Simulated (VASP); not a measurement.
**Si: single point with pbesol exchange, pbe correlation**

Si:

```
Si
1.0
     0.00000    2.68506    2.68506
     2.68506    0.00000    2.68506
     2.68506    2.68506    0.00000
Si
2
Cartesian
  2.6851 2.6851 2.6851
  4.0276 4.0276 4.0276
```

- Program: VASP 6.6.1
- Task: single point
- Functional: pbesol exchange, pbe correlation
- Potentials or basis: VASP PAW PBE potentials, release 64 (Si)
- Cutoff: 500 eV
- k mesh: 8 × 8 × 8
- Occupations: gaussian, width 0.025 eV
- Spin: collinear spin
- Starting moments: [0.5, 0.5] μB
- Fixed moment: 1 μB
- Dipole correction: no
- Further INCAR settings: ALGO = Normal; EDIFF = 1e-06; NBANDS = 15

- Pressure: 3.3 GPa
- Net moment: 1.00 μB per cell
- Site moments: Si +0.17 μB
- Valence electrons inside the program's atomic spheres: Si 1.67

Run time: 18 s on 1 thread of Intel(R) Xeon(R) Platinum 8559C (Emerald Rapids), with other jobs on the host, peak memory 0.17 GiB.

Caveat: the cell stands under pressure; the PAW data sets were made with another functional, which shifts forces and pressure a little; the total moment is fixed, so each spin has its own Fermi level.
